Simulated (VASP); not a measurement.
# SrB3Rh in VASP: notebook

Runs on SrB3Rh. Level: PBE. Tasks: single point, relaxation of cell and atoms.

All numbers are computed with VASP 6.6.1; they aren't measurements. Logs are shortened: lines on timing, memory, paths and dates and some standing lists are left out, and cuts for length are marked.

**1. The cell of the first run**

It takes space group Cmmm (No. 65, orthorhombic). Conventional cell: a = 5.861 Å, b = 5.879 Å, c = 4.149 Å, α = 90.00°, β = 90.00°, γ = 90.00°. Within 3.9 Å of Sr (site symmetry mmm) lie 12 B at 2.93 to 2.94 Å and 8 Rh at 3.59 to 3.60 Å. Within 2.7 Å of B (site symmetry 2/m) lie 2 Rh at 2.08 Å. Within 2.7 Å of B (site symmetry mmm) lie 2 Rh at 2.07 Å. Within 2.7 Å of Rh (site symmetry mmm) lie 6 B at 2.07 to 2.08 Å.

The cell was built from a structure type or drawn by symmetry, and may not be a known phase.

**2. Single point, PBE**

Input file INCAR:

```
PREC = Accurate
ENCUT = 520
EDIFF = 1E-6
ISMEAR = 0
SIGMA = 0.1
LREAL = F
LASPH = T
NELM = 100
ALGO = Normal
ISIF = 2
LWAVE = F
LCHARG = F
GGA = PE
NBANDS = 25
```

Input file KPOINTS:

```
regular mesh
0
Gamma
  6 6 4
```

Input file POSCAR:

```
SrB3Rh
1.0
    2.9303236307     -2.9394870408      0.0000000000
    2.9303236307      2.9394870408      0.0000000000
    0.0000000000      0.0000000000      4.1494628630
Sr B Rh
1 3 1
Direct
    0.0000000000      0.0000000000      0.5000000000
    0.0000000000      0.5000000000      0.0000000000
    0.5000000000      0.0000000000      0.0000000000
    0.5000000000      0.5000000000      0.5000000000
    0.5000000000      0.5000000000      0.0000000000
```

Potentials or basis: VASP PAW PBE potentials, release 64 (Sr_sv, B, Rh_pv).

On the command line:

```console
cat potpaw_PBE.64/Sr_sv/POTCAR potpaw_PBE.64/B/POTCAR potpaw_PBE.64/Rh_pv/POTCAR > POTCAR
mpirun -np 1 vasp_std > vasp.out
```

OUTCAR:

```text
PREC = Accurate
   ENCUT = 520
   EDIFF = 1E-6
   ISMEAR = 0
   LREAL = F
   LASPH = T
   NELM = 100
   ISIF = 2
   GGA = PE

 ion  position               nearest neighbor table
   1  0.000  0.000  0.500-   4 2.93   4 2.93   2 2.93   2 2.93   3 2.93   2 2.93   2 2.93   3 2.93
                             3 2.93   3 2.93   4 2.94   4 2.94   5 3.59   5 3.59   5 3.59   5 3.59
   2  0.000  0.500  0.000-   5 2.08   5 2.08   1 2.93   1 2.93   1 2.93   1 2.93
   3  0.500  0.000  0.000-   5 2.08   5 2.08   1 2.93   1 2.93   1 2.93   1 2.93
   4  0.500  0.500  0.500-   5 2.07   5 2.07   1 2.93   1 2.93   1 2.94   1 2.94
   5  0.500  0.500  0.000-   4 2.07   4 2.07   2 2.08   3 2.08   3 2.08   2 2.08   1 3.59   1 3.59
                             1 3.59   1 3.59   1 3.60   1 3.60   1 3.60   1 3.60

  LATTYP: Found a base centered orthorhombic cell.
 ALAT       =     5.8606472614
 B/A-ratio  =     1.0031270983
 C/A-ratio  =     0.7080212608

  Lattice vectors:

 A1 = (   2.9303236307,  -2.9394870408,   0.0000000000)
 A2 = (   2.9303236307,   2.9394870408,   0.0000000000)
 A3 = (   0.0000000000,   0.0000000000,   4.1494628630)

Analysis of symmetry for initial positions (statically):
=====================================================================
 Subroutine PRICEL returns:
 Original cell was already a primitive cell.

 Routine SETGRP: Setting up the symmetry group for a
 base centered orthorhombic supercell.

 Subroutine GETGRP returns: Found  8 space group operations
 (whereof  8 operations were pure point group operations)
 out of a pool of  8 trial point group operations.

The static configuration has the point symmetry D_2h.

Analysis of symmetry for dynamics (positions and initial velocities):
=====================================================================
 Subroutine PRICEL returns:
 Original cell was already a primitive cell.

 Routine SETGRP: Setting up the symmetry group for a
 base centered orthorhombic supercell.

 Subroutine GETGRP returns: Found  8 space group operations
 (whereof  8 operations were pure point group operations)
 out of a pool of  8 trial point group operations.

The dynamic configuration has the point symmetry D_2h.

 Subroutine INISYM returns: Found  8 space group operations
 (whereof  8 operations are pure point group operations),
 and found     1 'primitive' translations

----------------------------------------------------------------------------------------

                                     Primitive cell

  volume of cell :      71.4840

  direct lattice vectors                    reciprocal lattice vectors
     2.930323631 -2.939487041  0.000000000     0.170629617 -0.170097705  0.000000000
     2.930323631  2.939487041  0.000000000     0.170629617  0.170097705  0.000000000
     0.000000000  0.000000000  4.149462863     0.000000000  0.000000000  0.240995048

  length of vectors
     4.150587988  4.150587988  4.149462863     0.240930894  0.240930894  0.240995048

  position of ions in fractional coordinates (direct lattice)
     0.000000000  0.000000000  0.500000000
     1.000000000  0.500000000  0.000000000
     0.500000000  1.000000000  0.000000000
     0.500000000  0.500000000  0.500000000
     0.500000000  0.500000000  0.000000000

  ion indices of the primitive-cell ions
   primitive index   ion index
                 1           1
                 2           2
                 3           3
                 4           4
                 5           5

----------------------------------------------------------------------------------------

 KPOINTS: regular mesh

Automatic generation of k-mesh.
 Grid dimensions read from file:
 generate k-points for:    6    6    4

 Generating k-lattice:

  Cartesian coordinates                     Fractional coordinates (reciprocal lattice)
     0.028438270 -0.028349618  0.000000000     0.166666667  0.000000000  0.000000000
     0.028438270  0.028349618  0.000000000     0.000000000  0.166666667  0.000000000
     0.000000000  0.000000000  0.060248762     0.000000000  0.000000000  0.250000000

  Length of vectors
     0.040155149  0.040155149  0.060248762

  Shift w.r.t. Gamma in fractional coordinates (k-lattice)
     0.000000000  0.000000000  0.000000000

 Subroutine IBZKPT returns following result:
 ===========================================

 Found     39 irreducible k-points:

 Following reciprocal coordinates:
            Coordinates               Weight
  0.000000  0.000000  0.000000      1.000000
  0.166667 -0.000000  0.000000      4.000000
  0.333333 -0.000000  0.000000      4.000000
  0.500000 -0.000000  0.000000      2.000000
  0.166667  0.166667  0.000000      2.000000
  0.333333  0.166667  0.000000      4.000000
[... 16 lines left out ...]
  0.333333  0.333333  0.250000      4.000000
  0.500000  0.333333  0.250000      8.000000
 [... further k-points ...]
   k-points           NKPTS =     39   k-points in BZ     NKDIM =     39   number of bands    NBANDS=     25
   number of dos      NEDOS =    301   number of ions     NIONS =      5
   total plane-waves  NPLWV =  32768
   dimension x,y,z NGX =    32 NGY =   32 NGZ =   32
   dimension x,y,z NGXF=    64 NGYF=   64 NGZF=   64
   ions per type =               1   3   1
   NGX,Y,Z   is equivalent  to a cutoff of  12.82, 12.82, 12.82 a.u.
   NGXF,Y,Z  is equivalent  to a cutoff of  25.63, 25.63, 25.64 a.u.
 SYSTEM =  unknown system
   PREC   = accura    normal or accurate (medium, high low for compatibility)
   ISTART =      0    job   : 0-new  1-cont  2-samecut
   ICHARG =      2    charge: 1-file 2-atom 10-const
   ISPIN  =      1    spin polarized calculation?
   LNONCOLLINEAR =      F non collinear calculations
   LSORBIT =      F    spin-orbit coupling
   LASPH  =      T    aspherical Exc in radial PAW
   ENCUT  =  520.0 eV  38.22 Ry    6.18 a.u.   7.72  7.72  7.72*2*pi/ulx,y,z
   NELM   =    100;   NELMIN=  2; NELMDL= -5     # of ELM steps
   EDIFF  = 0.1E-05   stopping-criterion for ELM
   LREAL  =      F    real-space projection
   EDIFFG = 0.1E-04   stopping-criterion for IOM
   NSW    =      0    number of steps for IOM
   IBRION =     -1    ionic relax: 0-MD 1-quasi-New 2-CG
   NFREE  =      0    steps in history (QN), initial steepest desc. (CG)
   ISIF   =      2    stress and relaxation
[... 12 lines left out ...]
     AMIX     =   0.40;   BMIX     =  1.00
     AMIX_MAG =   1.60;   BMIX_MAG =  1.00
  volume/ion in A,a.u.               =      14.30        96.48
  Fermi-wavevector in a.u.,A,eV,Ry     =   1.277904  2.414888 22.218829  1.633038
  Thomas-Fermi vector in A             =   2.410477
   LORBIT       =      0    0 simple, 1 ext, 2 COOP (PROOUT), +10 PAW based schemes
   GGA     = PE    functional components
   LHFCALC =     F    Hartree Fock is set to
   AEXX    =    0.0000 exact exchange contribution
   IVDW    =     0    specifies the selected vdW correction
   LEPSILON=     F    determine dielectric tensor
   LRPA    =     F    only Hartree local field effects (RPA)
 non-spin polarized calculation
 Gauss-broadening in eV      SIGMA  =   0.10
  energy-cutoff  :      520.00
  volume of cell :       71.48
 maximum number of plane-waves:      1948
   NGX = 15   NGY = 15   NGZ = 15

 number of electron      34.0000010 magnetization

 Free energy of the ion-electron system (eV)
  ---------------------------------------------------
  ext. energy  EPLUGINS =         0.00000000
  ---------------------------------------------------
  free energy    TOTEN  =       -26.47807308 eV

  energy without entropy =      -26.46419687  energy(sigma->0) =      -26.47113497

 E-fermi :   6.2360     XC(G=0): -10.9372

 val. band max:        6.1352260063   @ k =   0.0000   0.0000   0.0000
 cond. band min:       6.2948460479   @ k =   0.5000   0.1667   0.2500
 fundamental gap:      0.1596200416
 Fermi energy:         6.2359793363

 k-point     1 :       0.0000    0.0000    0.0000
  band No.  band energies     occupation
      1     -42.2879      2.00000
      2     -42.2527      2.00000
      3     -42.2497      2.00000
      4     -28.7252      2.00000
      5     -10.8430      2.00000
      6     -10.8418      2.00000
[... 17 lines left out ...]
     24       9.0101      0.00000
     25      11.0212      0.00000

 k-point     2 :       0.1667   -0.0000    0.0000
  band No.  band energies     occupation
      1     -42.2879      2.00000
      2     -42.2525      2.00000
      3     -42.2495      2.00000
      4     -28.7226      2.00000
      5     -10.9203      2.00000
      6     -10.8352      2.00000
[... 17 lines left out ...]
     24       8.9220      0.00000
     25      10.9822      0.00000

 k-point     3 :       0.3333   -0.0000    0.0000
  band No.  band energies     occupation
      1     -42.2877      2.00000
      2     -42.2522      2.00000
      3     -42.2491      2.00000
      4     -28.7176      2.00000
      5     -11.0682      2.00000
      6     -10.8208      2.00000
[... 17 lines left out ...]
     24       9.6208      0.00000
     25      10.8823      0.00000

 k-point     4 :       0.5000   -0.0000    0.0000
  band No.  band energies     occupation
      1     -42.2877      2.00000
      2     -42.2520      2.00000
      3     -42.2489      2.00000
      4     -28.7150      2.00000
      5     -11.1386      2.00000
      6     -10.8136      2.00000
[... 17 lines left out ...]
     24      10.4961      0.00000
     25      10.8318      0.00000

 k-point     5 :       0.1667    0.1667    0.0000
  band No.  band energies     occupation
      1     -42.2878      2.00000
      2     -42.2523      2.00000
      3     -42.2493      2.00000
      4     -28.7202      2.00000
      5     -10.9217      2.00000
      6     -10.8975      2.00000
[... 17 lines left out ...]
     24       9.6667      0.00000
     25      11.5537      0.00000

 k-point     6 :       0.3333    0.1667    0.0000
  band No.  band energies     occupation
      1     -42.2877      2.00000
      2     -42.2520      2.00000
      3     -42.2490      2.00000
      4     -28.7152      2.00000
      5     -11.0520      2.00000
      6     -10.8871      2.00000
[... 17 lines left out ...]
     24      10.5506      0.00000
     25      11.6754      0.00000
[... 393 lines left out ...]
 k-point    21 :      -0.3333    0.1667    0.2500
  band No.  band energies     occupation
      1     -42.2871      2.00000
      2     -42.2518      2.00000
      3     -42.2488      2.00000
      4     -28.7104      2.00000
      5     -11.0218      2.00000
      6     -10.9229      2.00000
[... 17 lines left out ...]
     24      11.2649      0.00000
     25      11.9692      0.00000

 k-point    22 :      -0.1667    0.1667    0.2500
  band No.  band energies     occupation
      1     -42.2872      2.00000
      2     -42.2522      2.00000
      3     -42.2492      2.00000
      4     -28.7153      2.00000
      5     -10.9534      2.00000
      6     -10.8915      2.00000
[... 17 lines left out ...]
     24      10.2144      0.00000
     25      11.5316      0.00000

 k-point    23 :       0.3333    0.3333    0.2500
  band No.  band energies     occupation
      1     -42.2869      2.00000
      2     -42.2515      2.00000
      3     -42.2485      2.00000
      4     -28.7056      2.00000
      5     -11.0010      2.00000
      6     -10.9866      2.00000
[... 17 lines left out ...]
     24      11.8756      0.00000
     25      12.0439      0.00000

 k-point    24 :       0.5000    0.3333    0.2500
  band No.  band energies     occupation
      1     -42.2869      2.00000
      2     -42.2513      2.00000
      3     -42.2483      2.00000
      4     -28.7033      2.00000
      5     -11.0535      2.00000
      6     -10.9799      2.00000
[... 17 lines left out ...]
     24      12.3134      0.00000
     25      12.4685      0.00000

 [... further k-points ...]

------------------------ aborting loop because EDIFF is reached ----------------------------------------

  FORCE on cell =-STRESS in cart. coord.  units (eV):
  Direction    XX          YY          ZZ          XY          YZ          ZX
  --------------------------------------------------------------------------------------
  -------------------------------------------------------------------------------------
  Total        0.0757392     -0.0141708      0.0367225      0.0000000      0.0000000      0.0000000
  in kB        1.6975494     -0.3176111      0.8230652      0.0000000      0.0000000      0.0000000
  external PRESSURE =       0.7343345 kB  Pullay stress =       0.0000000 kB

 VOLUME and BASIS-vectors are now :
 -----------------------------------------------------------------------------
  energy-cutoff  :      520.00
  volume of cell :       71.48
      direct lattice vectors                 reciprocal lattice vectors
     2.930323631 -2.939487041  0.000000000     0.170629617 -0.170097705  0.000000000
     2.930323631  2.939487041  0.000000000     0.170629617  0.170097705  0.000000000
     0.000000000  0.000000000  4.149462863     0.000000000  0.000000000  0.240995048

 POSITION                                       TOTAL-FORCE (eV/Angst)
 -----------------------------------------------------------------------------------
      0.00000      0.00000      2.07473        -0.000000      0.000000      0.000000
      1.46516      1.46974      0.00000        -0.000000      0.000000      0.000000
      1.46516     -1.46974      0.00000        -0.000000      0.000000      0.000000
      2.93032      0.00000      2.07473        -0.000000      0.000000      0.000000
      2.93032      0.00000      0.00000         0.000000     -0.000000      0.000000
 -----------------------------------------------------------------------------------
    total drift:                               -0.000000     -0.000000     -0.000000

  FREE ENERGIE OF THE ION-ELECTRON SYSTEM (eV)
  ---------------------------------------------------
  free  energy   TOTEN  =       -26.4780730764 eV

  energy  without entropy=      -26.4641968706  energy(sigma->0) =      -26.47113497
```

Run time: 58 s. Hardware: 1 thread of Intel Xeon Platinum 8259CL at 2.50GHz (Skylake/Cascade Lake), shared host; peak memory 0.22 GiB.

Results:

```
Free energy            : -26.4781 eV
Pressure               : 0.1 GPa
Band gap on the k mesh : zero (bands 17 and 18 overlap by 0.55 eV)
```

Stress tensor (GPa, compression positive):
```
 0.17  0.00  0.00
 0.00 -0.03  0.00
 0.00  0.00  0.08
```

Levels at points of the mesh, in eV from the Fermi level:
| k point | band 14 | band 15 | band 16 | band 17 | band 18 | band 19 | band 20 | band 21 |
| --- | --- | --- | --- | --- | --- | --- | --- | --- |
| (0.00, 0.00, 0.00) | -2.91 | -2.91 | -2.89 | -0.10 | -0.10 | 0.78 | 0.79 | 0.81 |
| (0.50, 0.00, 0.00) | -4.16 | -2.88 | -2.88 | -1.77 | 0.16 | 1.34 | 1.73 | 1.74 |
| (0.50, 0.50, 0.00) | -5.20 | -5.20 | -0.88 | -0.59 | 0.29 | 0.30 | 0.89 | 0.91 |
| (0.00, 0.00, 0.50) | -4.13 | -2.87 | -2.85 | -1.78 | 0.16 | 1.35 | 1.72 | 1.78 |
| (0.50, 0.00, 0.50) | -5.21 | -5.17 | -0.85 | -0.62 | 0.30 | 0.33 | 0.89 | 0.92 |
| (0.50, 0.50, 0.50) | -5.88 | -5.87 | -5.85 | 0.45 | 0.46 | 0.49 | 3.39 | 3.39 |

Caveat: the k points lie up to 0.38 Å⁻¹ apart, too coarse for converged energies and pressures of a metal.

**3. Single point, PBE**

Input file INCAR:

```
SYSTEM = SrB3Rh
ALGO = Normal
EDIFF = 1E-6
ENCUT = 520
GGA = PE
ISIF = 2
ISMEAR = 0
LASPH = .True.
LCHARG = .True.
LELF = .True.
LREAL = .False.
LVHAR = .True.
LWAVE = .False.
NBANDS = 25
NELM = 100
PREC = Accurate
SIGMA = 0.1
```

Input file KPOINTS:

```
k-points
0
Gamma
  10 10 10
  0 0 0
```

Input file POSCAR:

```
SrB3Rh
1.0
    4.1489236425      0.0000000000      0.0000000000
    0.0000000000      4.1489236425      0.0000000000
    0.0000000000      0.0000000000      4.1489236425
Sr B Rh
1 3 1
Direct
    0.0000000000      0.0000000000      0.0000000000
    0.0000000000      0.5000000000      0.5000000000
    0.5000000000      0.0000000000      0.5000000000
    0.5000000000      0.5000000000      0.0000000000
    0.5000000000      0.5000000000      0.5000000000
```

Potentials or basis: VASP PAW PBE potentials, release 64 (Sr_sv, B, Rh_pv).

On the command line:

```console
cat potpaw_PBE.64/Sr_sv/POTCAR potpaw_PBE.64/B/POTCAR potpaw_PBE.64/Rh_pv/POTCAR > POTCAR
mpirun -np 1 vasp_std > vasp.out
```

It took 95 s on 1 thread of Intel Xeon Platinum 8259CL at 2.50GHz (Skylake/Cascade Lake), shared host; peak memory 0.24 GiB.

It converged, with:

```
Free energy            : -26.4871 eV
Pressure               : 0.2 GPa
Band gap on the k mesh : zero (bands 17 and 18 overlap by 0.74 eV)
```

Levels at points of the mesh, in eV from the Fermi level:
```tsv
k point	band 13	band 14	band 15	band 16	band 17	band 18	band 19	band 20	band 21	band 22
(0.00, 0.00, 0.00)	-4.21	-2.91	-2.91	-2.91	-0.10	-0.10	0.79	0.79	0.79	2.75
(0.50, 0.00, 0.00)	-4.97	-4.15	-2.88	-2.88	-1.78	0.16	1.35	1.74	1.74	1.93
(0.50, 0.50, 0.00)	-6.18	-5.20	-5.20	-0.87	-0.61	0.31	0.31	0.90	0.90	2.76
(0.50, 0.50, 0.50)	-5.88	-5.88	-5.88	-5.87	0.47	0.47	0.47	3.40	3.40	3.40
```

**4. Relaxation of cell and atoms, PBE**

Input file INCAR:

```
ALGO = Normal
EDIFF = 1E-6
EDIFFG = -0.01
ENCUT = 600
GGA = PE
IBRION = 2
ISIF = 3
ISMEAR = 0
LASPH = True
LCHARG = False
LREAL = False
LWAVE = False
NELM = 80
NSW = 100
PREC = Accurate
SIGMA = 0.1
```

Input file KPOINTS:

```
k-points
0
Gamma
  10 10 10
```

Edit POSCAR of step 3 so:

```diff
@@ -2,5 +2,5 @@
 1.0
-    4.1489236425      0.0000000000      0.0000000000
-    0.0000000000      4.1489236425      0.0000000000
-    0.0000000000      0.0000000000      4.1489236425
+    4.1502129461      0.0000000000      0.0000000000
+    0.0000000000      4.1502129461      0.0000000000
+    0.0000000000      0.0000000000      4.1502129461
 Sr B Rh
```

On the command line:

```console
cat potpaw_PBE.64/Sr_sv/POTCAR potpaw_PBE.64/B/POTCAR potpaw_PBE.64/Rh_pv/POTCAR > POTCAR
mpirun -np 1 vasp_std > vasp.out
```

Run time: 1.9 min. Hardware: 1 thread of Intel Xeon Platinum 8259CL at 2.50GHz (Skylake/Cascade Lake), shared host; peak memory 0.28 GiB.

It converged, with:

- Free energy: -26.4880 eV
- Pressure after relaxing: 0.0 GPa
- Band gap on the k mesh: zero (bands 17 and 18 overlap by 0.73 eV)

Final structure:
```xyz
5
Lattice="4.1502 0.0000 0.0000 0.0000 4.1502 0.0000 0.0000 0.0000 4.1502" Properties=species:S:1:pos:R:3 pbc="T T T"
Sr    0.0000    0.0000    0.0000
B     0.0000    2.0751    2.0751
B     2.0751    0.0000    2.0751
B     2.0751    2.0751    0.0000
Rh    2.0751    2.0751    2.0751
```

Levels at points of the mesh, in eV from the Fermi level:
| k point | band 13 | band 14 | band 15 | band 16 | band 17 | band 18 | band 19 | band 20 | band 21 |
| --- | --- | --- | --- | --- | --- | --- | --- | --- | --- |
| (0.00, 0.00, 0.00) | -4.21 | -2.90 | -2.90 | -2.90 | -0.10 | -0.10 | 0.79 | 0.79 | 0.79 |
| (0.50, 0.00, 0.00) | -4.96 | -4.15 | -2.88 | -2.88 | -1.77 | 0.16 | 1.35 | 1.74 | 1.93 |
| (0.50, 0.50, 0.00) | -6.18 | -5.19 | -5.19 | -0.87 | -0.61 | 0.30 | 0.30 | 0.90 | 0.90 |
| (0.50, 0.50, 0.50) | -5.87 | -5.87 | -5.87 | -5.87 | 0.47 | 0.47 | 0.47 | 3.39 | 3.39 |

Caveat: the relaxation stopped at its first step, so nothing moved.

**5. Overview**

| task | cell | k mesh | cutoff (eV) | gap on the mesh (eV) | pressure (GPa) |
| --- | --- | --- | --- | --- | --- |
| single point | a = 4.151, b = 4.151, c = 4.149 Å, angles 90.0, 90.0, 90.2°, 5 atoms | 6 × 6 × 4 | 520 | none | 0.1 |
| single point | a = 4.149 Å, 5 atoms | 10 × 10 × 10 | 520 | none | 0.2 |
| relaxation of cell and atoms | relaxed from a = 4.150 Å, 5 atoms | 10 × 10 × 10 | 600 | none | 0.0 |

Alike in all rows: level PBE; potentials or basis VASP PAW PBE potentials, release 64 (Sr_sv, B, Rh_pv); no spin polarisation; smearing gaussian 0.1 eV.

Caveats: some runs use coarse meshes; the relaxation stopped at its first step, so nothing moved (at least some runs).

Absolute energies hang on the potentials; compare differences alone.
